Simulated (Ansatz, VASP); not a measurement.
# NiMoIrPdW: VASP beside Ansatz

Contents of INCAR:

```
SYSTEM = NiMoIrPdW
ALGO = Normal
EDIFF = 1E-7
ENCUT = 520
GGA = CA
ISIF = 2
ISMEAR = -1
ISPIN = 2
LASPH = .True.
LCHARG = .False.
LMAXMIX = 4
LORBIT = 11
LREAL = .False.
LUSENCCL = .False.
LWAVE = .False.
MAGMOM = 1 1 0 0.6 0
NBANDS = 40
NELM = 150
PREC = Accurate
SIGMA = 0.05
```

Contents of KPOINTS:

```
k-points
0
Gamma
  6 6 4
  0 0 0
```

POSCAR

```
NiMoIrPdW
1.0
    4.1170500000      0.0000000000      0.0000000000
   -2.0585300000      3.5654700000      0.0000000000
    0.0000000000      0.0000000000      5.4458000000
Ni Mo Pd Ir W
1 1 1 1 1
Direct
    0.0000000000      0.0000000000      0.9577500000
    0.6666700000      0.3333300000      0.9616100000
    0.6666700000      0.3333300000      0.4629500000
    0.3333300000      0.6666700000      0.7257200000
    0.3333300000      0.6666700000      0.2364200000
```

input.yaml

```yaml
crystal:
  lattice:
    - [4.11705, 0.0, 0.0]
    - [-2.05853, 3.56547, 0.0]
    - [0.0, 0.0, 5.4458]
  atoms:
    - { symbol: Ni, position: [0.0, 0.0, 0.95775], spin: 1.0 }
    - { symbol: Mo, position: [0.66667, 0.33333, 0.96161], spin: 1.0 }
    - { symbol: Pd, position: [0.66667, 0.33333, 0.46295] }
    - { symbol: Ir, position: [0.33333, 0.66667, 0.72572], spin: 0.6 }
    - { symbol: W, position: [0.33333, 0.66667, 0.23642] }
kpoints:
  mp_grid: { grid: [6, 6, 4] }
  band_path:
    path:
      - [0.0, 0.0, 0.0]
      - [0.5, 0.0, 0.0]
      - [0.3333333333, 0.3333333333, 0.0]
      - [0.0, 0.0, 0.0]
      - [0.0, 0.0, 0.5]
      - [0.5, 0.0, 0.5]
      - [0.3333333333, 0.3333333333, 0.5]
      - [0.0, 0.0, 0.5]
    npoints: 12
scf:
  occupations: { method: fermi_dirac, width: 0.05 }
hamiltonian:
  xc: lda
  pseudopotentials: { kind: all_electron, lapw: { basis_error: 0.002 } }
magnetization:
  spin_polarized: true
output:
  forces: true
  stress: true
  eigenvalues: true
```

Alike in both runs: functional LDA; k mesh 6 × 6 × 4; occupations fermi-dirac, width 0.05 eV; collinear spin.

|  | VASP | Ansatz |
| --- | --- | --- |
| version | VASP 6.6.1 | Ansatz 0.2.0 |
| potentials or method | VASP PAW LDA potentials, release 64 (Ni, Mo_sv, Pd, Ir, W_sv), cutoff 520 eV | all-electron LAPW, scalar-relativistic |
| task | single point | band structure |

```tsv
	VASP	Ansatz	Ansatz less VASP
gap on the k mesh at the Fermi level (eV)	none	none	-
pressure (GPa)	-12.0	-12.9	-0.83
traceless stress, the component that is largest in VASP (GPa)	0.28	0.16	-0.127
rms of the force components (eV/Å)	0.043	0.040	-0.0021
net moment per atom (μB)	0.00	0.00	0.000
```

LDA's correlation is that of Perdew and Zunger in VASP and of Perdew and Wang (1992) in Ansatz. Atom by atom the forces differ by 0.006 eV/Å (rms over components). A gap of «none» marks a metal or a gap that the smearing closes. Ansatz ran all-electron here, and VASP with PAW potentials.

Neither program's run includes spin-orbit coupling. Noted on Ansatz's run: the k mesh is thin for a metal, which can move the energy by tens of meV per atom.
